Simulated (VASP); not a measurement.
# Na3I2 (P-62m) in VASP: a series of runs

Runs on Na3I2. Level: PBE. Tasks: single point, relaxation of cell and atoms.

All numbers are computed with VASP 6.6.1; they aren't measurements. Logs are shortened: lines on timing, memory, paths and dates and some standing lists are left out, and cuts for length are marked.

### 1 The cell of the first run

It takes space group P-62m (No. 189, hexagonal). Conventional cell: a = 6.932 Å, b = 6.932 Å, c = 9.220 Å, α = 90.00°, β = 90.00°, γ = 120.00°. Na (site symmetry m2m) has 2 I at 3.03 Å and 2 Na at 3.65 Å within 4.0 Å. Within 4.0 Å of I (site symmetry 3m) lie 3 Na at 3.03 Å.

The cell was generated, and may not be a known phase.

### 2 Single point, PBE

File INCAR:

```
SYSTEM = Na3I2
PREC     = Accurate       ! precision mode
ENCUT    = 520            ! plane-wave cutoff, eV
EDIFF    = 1E-6           ! SCF threshold, eV
ISMEAR   = 0              ! smearing method
SIGMA    = 0.1            ! smearing width, eV
LREAL    = .FALSE.        ! projectors in reciprocal space
LASPH    = .TRUE.         ! aspherical terms in the spheres
NELM     = 60             ! most SCF steps
ALGO     = Normal         ! electronic algorithm
ISIF     = 2              ! what is computed and relaxed
LWAVE    = .FALSE.        ! write WAVECAR
LCHARG   = .FALSE.        ! write CHGCAR
GGA      = PE             ! functional
NBANDS   = 26             ! bands
```

File KPOINTS:

```
Automatic mesh
0
G
  6 6 6
  0 0 0
```

File POSCAR:

```
Na3I2
1.0
    6.9318365033      0.0000000000      0.0000000000
   -3.4659182517      6.0031465067      0.0000000000
    0.0000000000      0.0000000000      9.2204602935
Na I
3 2
Direct
    0.6958396462      0.6958396462      0.0000000000
    0.3041603538      0.0000000000      0.0000000000
    0.0000000000      0.3041603538      0.0000000000
    0.0000000000      0.0000000000      0.2362267191
    0.0000000000      0.0000000000      0.7637732809
```

Potentials or basis: VASP PAW PBE potentials, release 64 (Na_pv, I).

Command:

```sh
cat potpaw_PBE.64/Na_pv/POTCAR potpaw_PBE.64/I/POTCAR > POTCAR
mpirun -np 1 vasp_std > vasp.out
```

OUTCAR:

```text
SYSTEM = Na3I2
   PREC = Accurate
   ENCUT = 520
   EDIFF = 1E-6
   ISMEAR = 0
   LREAL = .FALSE.
   LASPH = .TRUE.
   NELM = 60
   ISIF = 2
   GGA = PE

 ion  position               nearest neighbor table
   1  0.696  0.696  0.000-   4 3.03   5 3.03
   2  0.304  0.000  0.000-   4 3.03   5 3.03
   3  0.000  0.304  0.000-   4 3.03   5 3.03
   4  0.000  0.000  0.236-   1 3.03   3 3.03   2 3.03
   5  0.000  0.000  0.764-   1 3.03   3 3.03   2 3.03

  LATTYP: Found a hexagonal cell.
 ALAT       =     6.9318365033
 C/A-ratio  =     1.3301612479

  Lattice vectors:

 A1 = (   6.9318365033,   0.0000000000,   0.0000000000)
 A2 = (  -3.4659182517,   6.0031465067,   0.0000000000)
 A3 = (   0.0000000000,   0.0000000000,   9.2204602935)

Analysis of symmetry for initial positions (statically):
=====================================================================
 Subroutine PRICEL returns:
 Original cell was already a primitive cell.

 Routine SETGRP: Setting up the symmetry group for a
 hexagonal supercell.

 Subroutine GETGRP returns: Found 12 space group operations
 (whereof 12 operations were pure point group operations)
 out of a pool of 24 trial point group operations.

The static configuration has the point symmetry D_3h.

Analysis of symmetry for dynamics (positions and initial velocities):
=====================================================================
 Subroutine PRICEL returns:
 Original cell was already a primitive cell.

 Routine SETGRP: Setting up the symmetry group for a
 hexagonal supercell.

 Subroutine GETGRP returns: Found 12 space group operations
 (whereof 12 operations were pure point group operations)
 out of a pool of 24 trial point group operations.

The dynamic configuration has the point symmetry D_3h.

 Subroutine INISYM returns: Found 12 space group operations
 (whereof 12 operations are pure point group operations),
 and found     1 'primitive' translations

----------------------------------------------------------------------------------------

                                     Primitive cell

  volume of cell :     383.6894

  direct lattice vectors                    reciprocal lattice vectors
     6.931836503  0.000000000  0.000000000     0.144261914  0.083289655  0.000000000
    -3.465918252  6.003146507  0.000000000     0.000000000  0.166579310  0.000000000
     0.000000000  0.000000000  9.220460294     0.000000000  0.000000000  0.108454455

  length of vectors
     6.931836503  6.931836503  9.220460294     0.166579310  0.166579310  0.108454455

  position of ions in fractional coordinates (direct lattice)
     0.695839646  0.695839646  0.000000000
     0.304160354  0.000000000  0.000000000
     0.000000000  0.304160354  0.000000000
     0.000000000  0.000000000  0.236226719
     0.000000000  0.000000000  0.763773281

  ion indices of the primitive-cell ions
   primitive index   ion index
                 1           1
                 2           2
                 3           3
                 4           4
                 5           5

----------------------------------------------------------------------------------------

 KPOINTS: Automatic mesh

Automatic generation of k-mesh.
 Grid dimensions read from file:
 generate k-points for:    6    6    6

 Generating k-lattice:

  Cartesian coordinates                     Fractional coordinates (reciprocal lattice)
     0.024043652  0.013881609  0.000000000     0.166666667 -0.000000000  0.000000000
     0.000000000  0.027763218  0.000000000     0.000000000  0.166666667  0.000000000
     0.000000000  0.000000000  0.018075743     0.000000000  0.000000000  0.166666667

  Length of vectors
     0.027763218  0.027763218  0.018075743

  Shift w.r.t. Gamma in fractional coordinates (k-lattice)
     0.000000000  0.000000000  0.000000000

 Subroutine IBZKPT returns following result:
 ===========================================

 Found     28 irreducible k-points:

 Following reciprocal coordinates:
            Coordinates               Weight
  0.000000  0.000000  0.000000      1.000000
  0.166667  0.000000  0.000000      6.000000
  0.333333  0.000000  0.000000      6.000000
  0.500000 -0.000000  0.000000      3.000000
  0.166667  0.166667  0.000000      6.000000
  0.333333  0.166667  0.000000     12.000000
[... 16 lines left out ...]
  0.166667  0.000000  0.500000      6.000000
  0.333333  0.000000  0.500000      6.000000
 [... further k-points ...]
   k-points           NKPTS =     28   k-points in BZ     NKDIM =     28   number of bands    NBANDS=     26
   number of dos      NEDOS =    301   number of ions     NIONS =      5
   total plane-waves  NPLWV = 204120
   dimension x,y,z NGX =    54 NGY =   54 NGZ =   70
   dimension x,y,z NGXF=   108 NGYF=  108 NGZF=  140
   ions per type =               3   2
   NGX,Y,Z   is equivalent  to a cutoff of  12.95, 12.95, 12.62 a.u.
   NGXF,Y,Z  is equivalent  to a cutoff of  25.90, 25.90, 25.24 a.u.
 SYSTEM =  Na3I2
[... 36 lines left out ...]
   AEXX    =    0.0000 exact exchange contribution
   IVDW    =     0    specifies the selected vdW correction
   LEPSILON=     F    determine dielectric tensor
   LRPA    =     F    only Hartree local field effects (RPA)
 non-spin polarized calculation
 Gauss-broadening in eV      SIGMA  =   0.10
  energy-cutoff  :      520.00
  volume of cell :      383.69
 maximum number of plane-waves:     10371
 NGX is ok and might be reduce to    54
   NGX = 25   NGY = 25   NGZ = 35

 number of electron      34.9999981 magnetization

 Free energy of the ion-electron system (eV)
  ---------------------------------------------------
  ext. energy  EPLUGINS =         0.00000000
  ---------------------------------------------------
  free energy    TOTEN  =       -10.13037746 eV

  energy without entropy =      -10.12402933  energy(sigma->0) =      -10.12720340

 E-fermi :  -0.8187     XC(G=0):  -4.5743

 val. band max:       -0.8684303107   @ k =   0.3333   0.0000   0.5000
 cond. band min:      -0.6222584035   @ k =   0.3333   0.1667   0.0000
 fundamental gap:      0.2461719072
 Fermi energy:        -0.8187178150

 k-point     1 :       0.0000    0.0000    0.0000
  band No.  band energies     occupation
      1     -26.2027      2.00000
      2     -26.2027      2.00000
      3     -26.1997      2.00000
      4     -26.1794      2.00000
      5     -26.1626      2.00000
      6     -26.1626      2.00000
[... 18 lines left out ...]
     25       3.0176      0.00000
     26       3.5915      0.00000

 k-point     2 :       0.1667    0.0000    0.0000
  band No.  band energies     occupation
      1     -26.2035      2.00000
      2     -26.2027      2.00000
      3     -26.1986      2.00000
      4     -26.1792      2.00000
      5     -26.1629      2.00000
      6     -26.1627      2.00000
[... 18 lines left out ...]
     25       3.4103      0.00000
     26       3.5631      0.00000

 k-point     3 :       0.3333    0.0000    0.0000
  band No.  band energies     occupation
      1     -26.2044      2.00000
      2     -26.2027      2.00000
      3     -26.1973      2.00000
      4     -26.1791      2.00000
      5     -26.1634      2.00000
      6     -26.1628      2.00000
[... 18 lines left out ...]
     25       3.3494      0.00000
     26       3.7861      0.00000

 k-point     4 :       0.5000   -0.0000    0.0000
  band No.  band energies     occupation
      1     -26.2048      2.00000
      2     -26.2027      2.00000
      3     -26.1967      2.00000
      4     -26.1791      2.00000
      5     -26.1635      2.00000
      6     -26.1629      2.00000
[... 18 lines left out ...]
     25       3.8215      0.00000
     26       4.0780      0.00000
[... 496 lines left out ...]
      1     -26.2027      2.00000
      2     -26.2027      2.00000
      3     -26.1997      2.00000
      4     -26.1794      2.00000
      5     -26.1626      2.00000
      6     -26.1626      2.00000
[... 18 lines left out ...]
     25       3.7602      0.00000
     26       3.7602      0.00000

 k-point    23 :       0.1667    0.0000    0.5000
  band No.  band energies     occupation
      1     -26.2035      2.00000
      2     -26.2027      2.00000
      3     -26.1986      2.00000
      4     -26.1792      2.00000
      5     -26.1629      2.00000
      6     -26.1627      2.00000
[... 18 lines left out ...]
     25       3.3454      0.00000
     26       3.9208      0.00000

 k-point    24 :       0.3333    0.0000    0.5000
  band No.  band energies     occupation
      1     -26.2044      2.00000
      2     -26.2027      2.00000
      3     -26.1973      2.00000
      4     -26.1791      2.00000
      5     -26.1634      2.00000
      6     -26.1628      2.00000
[... 18 lines left out ...]
     25       4.0060      0.00000
     26       4.1286      0.00000

 [... further k-points ...]

------------------------ aborting loop because EDIFF is reached ----------------------------------------

  FORCE on cell =-STRESS in cart. coord.  units (eV):
  Direction    XX          YY          ZZ          XY          YZ          ZX
  --------------------------------------------------------------------------------------
  -------------------------------------------------------------------------------------
  Total       -0.0017470     -0.0017470      0.0580423      0.0000000      0.0000000      0.0000000
  in kB       -0.0072949     -0.0072949      0.2423682      0.0000000      0.0000000      0.0000000
  external PRESSURE =       0.0759261 kB  Pullay stress =       0.0000000 kB

 VOLUME and BASIS-vectors are now :
 -----------------------------------------------------------------------------
  energy-cutoff  :      520.00
  volume of cell :      383.69
      direct lattice vectors                 reciprocal lattice vectors
     6.931836503  0.000000000  0.000000000     0.144261914  0.083289655  0.000000000
    -3.465918252  6.003146507  0.000000000     0.000000000  0.166579310  0.000000000
     0.000000000  0.000000000  9.220460294     0.000000000  0.000000000  0.108454455

 POSITION                                       TOTAL-FORCE (eV/Angst)
 -----------------------------------------------------------------------------------
      2.41172      4.17723      0.00000        -0.002739     -0.004744     -0.000000
      2.10839      0.00000      0.00000         0.005478      0.000000      0.000000
     -1.05419      1.82592      0.00000        -0.002739      0.004744     -0.000000
      0.00000      0.00000      2.17812         0.000000      0.000000      0.007919
      0.00000      0.00000      7.04234        -0.000000     -0.000000     -0.007919
 -----------------------------------------------------------------------------------
    total drift:                                0.000001      0.000001      0.000000

  FREE ENERGIE OF THE ION-ELECTRON SYSTEM (eV)
  ---------------------------------------------------
  free  energy   TOTEN  =       -10.1303774576 eV

  energy  without entropy=      -10.1240293341  energy(sigma->0) =      -10.12720340
```

Run time: 4 min. Hardware: 1 thread of Intel Xeon Platinum 8559C (Emerald Rapids), shared host; peak memory 0.61 GiB.

Results:

- Free energy: -10.1304 eV
- Pressure: 0.0 GPa
- Largest force: 0.008 eV/Å
- Band gap on the k mesh: zero (an odd number of electrons rules out a gap without spin polarisation)

Forces in eV/Å, atoms in the order of the input:
```
Na  -0.003 -0.005  0.000
Na   0.005  0.000  0.000
Na  -0.003  0.005  0.000
I    0.000  0.000  0.008
I    0.000  0.000 -0.008
```

Caveat: spin-orbit coupling is left out, which moves the levels of the heavy elements.

### 3 Relaxation of cell and atoms, PBE

This run uses another cell than the first one, of 29.38 Å³/atom.

File INCAR:

```
ALGO     = Normal         # electronic algorithm
EDIFF    = 1E-6           # SCF threshold, eV
EDIFFG   = -0.04          # ionic threshold
ENCUT    = 600            # plane-wave cutoff, eV
GGA      = PE             # functional
IBRION   = 2              # ionic algorithm
ISIF     = 3              # what is computed and relaxed
ISMEAR   = 0              # smearing method
LASPH    = T              # aspherical terms in the spheres
LCHARG   = F              # write CHGCAR
LREAL    = F              # projectors in reciprocal space
LWAVE    = F              # write WAVECAR
NELM     = 60             # most SCF steps
NSW      = 90             # ionic steps
PREC     = Accurate       # precision mode
SIGMA    = 0.1            # smearing width, eV
```

File KPOINTS:

```
k-points
0
Gamma
  6 6 4
```

File POSCAR:

```
Na3I2
1.0
    5.2703894316      0.0000000000      0.0000000000
   -2.6351947158      4.5642911356      0.0000000000
    0.0000000000      0.0000000000      6.1059628083
Na I
3 2
Direct
    0.6666666667      0.6666666667      0.0000000000
    0.3333333333      0.0000000000      0.0000000000
    0.0000000000      0.3333333333      0.0000000000
    0.0000000000      0.0000000000      0.2284367957
    0.0000000000      0.0000000000      0.7715632043
```

Potentials or basis: VASP PAW PBE potentials, release 64 (Na_pv, I).

Command:

```sh
cat potpaw_PBE.64/Na_pv/POTCAR potpaw_PBE.64/I/POTCAR > POTCAR
mpirun -np 1 vasp_std > vasp.out
```

It took 12 min on 1 thread of Intel Xeon Platinum 8559C (Emerald Rapids), shared host; peak memory 0.33 GiB.

It converged, with:

* Free energy: -10.0672 eV
* Relaxed volume: 74.67 Å³/atom
* Relaxed cell: a = 6.854 Å, b = 6.854 Å, c = 9.178 Å, α = 90.00°, β = 90.00°, γ = 120.00°
* Space group after relaxing (to 0.1 Å): P-62m (No. 189)
* Energy gained by relaxing: 2394.2 meV/atom
* Ionic steps: 19
* Pressure after relaxing: 0.0 GPa
* Largest force after relaxing: 0.012 eV/Å
* Band gap on the k mesh: zero (an odd number of electrons rules out a gap without spin polarisation)

Forces on the atoms (eV/Å):
```
Na   0.006  0.010  0.000
Na  -0.012  0.000  0.000
Na   0.006 -0.010  0.000
I    0.000  0.000  0.009
I    0.000  0.000 -0.009
```

The path:
```tsv
step	energy change (eV)	largest force (eV/Å)	pressure (GPa)	volume (Å³)
1	0.0000	14.0166	36.47	146.88
2	-9.0960	2.3440	0.03	337.97
3	-10.5163	2.7952	2.57	225.76
4	-11.2770	1.1803	0.41	252.15
5	-11.3642	0.9838	0.08	261.30
6	-11.4314	0.8087	-0.37	280.07
7	-11.5849	0.5925	-0.11	277.11
8	-11.7179	0.1636	0.79	270.04
9	-11.7218	0.2247	0.62	271.16
10	-11.7761	0.2214	0.43	282.51
11	-11.8751	0.2153	0.08	318.43
12	-11.9096	0.1897	-0.19	399.06
13	-11.9164	0.1906	-0.12	371.77
14	-11.9549	0.1010	-0.06	374.77
15	-11.9676	0.0675	0.01	377.46
16	-11.9685	0.0255	-0.05	378.07
17	-11.9685	0.0250	-0.05	378.07
18	-11.9693	0.0223	-0.04	376.89
19	-11.9710	0.0115	-0.02	373.35
```

Final structure:
```
Na I
1.0
     6.85373    0.00000    0.00000
    -3.42687    5.93551    0.00000
     0.00000    0.00000    9.17766
Na I
3 2
Direct
  0.69143 0.69143 0.00000
  0.30857 0.00000 0.00000
  0.00000 0.30857 0.00000
  0.00000 0.00000 0.23689
  0.00000 0.00000 0.76311
```

Levels at points of the mesh, in eV from the Fermi level:
```
           k point  band 16  band 17  band 18  band 19  band 20  band 21
(0.00, 0.00, 0.00)    -2.65    -2.21    -0.64     2.27     2.42     2.48
(0.50, 0.00, 0.00)    -2.67    -2.20     0.31     0.46     2.51     3.24
(0.00, 0.00, 0.50)    -2.69    -2.54    -0.56     1.95     2.44     2.44
(0.50, 0.00, 0.50)    -2.71    -2.53     0.33     0.51     2.56     3.02
```

Caveat: the volume moved by over 15 % at a fixed basis, so the end points are rough; spin-orbit coupling is left out, which moves the levels of the heavy elements.

### 4 Relaxation of cell and atoms, PBE

File INCAR:

```
ALGO = Normal
EDIFF = 1E-7
EDIFFG = -0.01
ENCUT = 600
GGA = PE
IBRION = 2
ISIF = 3
ISMEAR = 0
LASPH = True
LCHARG = False
LREAL = False
LWAVE = False
NELM = 60
NSW = 100
PREC = Accurate
SIGMA = 0.1
```

KPOINTS is that of step 3.

File POSCAR:

```
Na3I2
1.0
    6.9318365033      0.0000000000      0.0000000000
   -3.4659182517      6.0031465067      0.0000000000
    0.0000000000      0.0000000000      9.2204602935
Na I
3 2
Direct
    0.6958396462      0.6958396462      0.0000000000
    0.3041603538      0.0000000000      0.0000000000
    0.0000000000      0.3041603538      0.0000000000
    0.0000000000      0.0000000000      0.2362267191
    0.0000000000      0.0000000000      0.7637732809
```

Command:

```sh
cat potpaw_PBE.64/Na_pv/POTCAR potpaw_PBE.64/I/POTCAR > POTCAR
mpirun -np 1 vasp_std > vasp.out
```

Run time: 4.7 min. Hardware: 1 thread of Intel Xeon Platinum 8559C (Emerald Rapids), shared host; peak memory 0.65 GiB.

Results (log left out):

| Item | Value |
| --- | --- |
| Free energy | -10.1305 eV |
| Relaxed volume | 76.77 Å³/atom |
| Relaxed cell | a = 6.931 Å, b = 6.931 Å, c = 9.225 Å, α = 90.00°, β = 90.00°, γ = 120.00° |
| Space group after relaxing (to 0.1 Å) | P-62m (No. 189) |
| Energy gained by relaxing | 0.0 meV/atom |
| Ionic steps | 2 |
| Pressure after relaxing | 0.0 GPa |
| Largest force after relaxing | 0.003 eV/Å |
| Band gap on the k mesh | zero (an odd number of electrons rules out a gap without spin polarisation) |

Forces on the atoms (eV/Å):
```
Na  -0.002 -0.003  0.000
Na   0.003  0.000  0.000
Na  -0.002  0.003  0.000
I    0.000  0.000  0.002
I    0.000  0.000 -0.002
```

Final structure:
```xyz
5
Lattice="6.9315 0.0000 0.0000 -3.4657 6.0028 0.0000 0.0000 0.0000 9.2255" Properties=species:S:1:pos:R:3 pbc="T T T"
Na    2.4115    4.1768    9.2255
Na    2.1086    0.0000    9.2255
Na   -1.0543    1.8261    9.2255
I    -3.4657    6.0028    2.1797
I    -3.4657    6.0028    7.0458
```

Levels at points of the mesh, in eV from the Fermi level:
```csv
k point,band 14,band 15,band 16,band 17,band 18,band 19,band 20,band 21
"(0.00, 0.00, 0.00)",-2.94,-2.68,-2.68,-2.25,-0.62,2.27,2.38,2.38
"(0.50, 0.00, 0.00)",-2.99,-2.76,-2.69,-2.24,0.31,0.47,2.45,3.15
"(0.00, 0.00, 0.50)",-2.91,-2.71,-2.71,-2.57,-0.55,1.94,2.40,2.40
"(0.50, 0.00, 0.50)",-2.95,-2.80,-2.73,-2.56,0.32,0.51,2.50,3.01
```

Caveat: spin-orbit coupling is left out, which moves the levels of the heavy elements.

### 5 Overview

| task | cell | k mesh | cutoff (eV) | gap on the mesh (eV) | pressure (GPa) | relaxed volume (Å³/atom) | largest force (eV/Å) |
| --- | --- | --- | --- | --- | --- | --- | --- |
| single point | a = 6.932, b = 6.932, c = 9.220 Å, angles 90.0, 90.0, 120.0°, 5 atoms, atomic positions A | 6 × 6 × 6 | 520 | none | 0.0 | - | 0.01 |
| relaxation of cell and atoms | relaxed from a = 5.270, b = 5.270, c = 6.106 Å, angles 90.0, 90.0, 120.0°, 5 atoms, atomic positions B | 6 × 6 × 4 | 600 | none | 0.0 | 74.67 | 0.01 |
| relaxation of cell and atoms | relaxed from a = 6.932, b = 6.932, c = 9.220 Å, angles 90.0, 90.0, 120.0°, 5 atoms, atomic positions A | 6 × 6 × 4 | 600 | none | 0.0 | 76.77 | - |

Alike in all rows: level PBE; potentials or basis VASP PAW PBE potentials, release 64 (Na_pv, I); no spin polarisation; smearing gaussian 0.1 eV.

Caveats: spin-orbit coupling is left out, which moves the levels of the heavy elements; the volume moved by over 15 % at a fixed basis, so the end points are rough (at least some runs).

Absolute energies hang on the potentials; compare differences alone.

The gap in the log of VASP goes by the Fermi energy; the results here count the filled bands.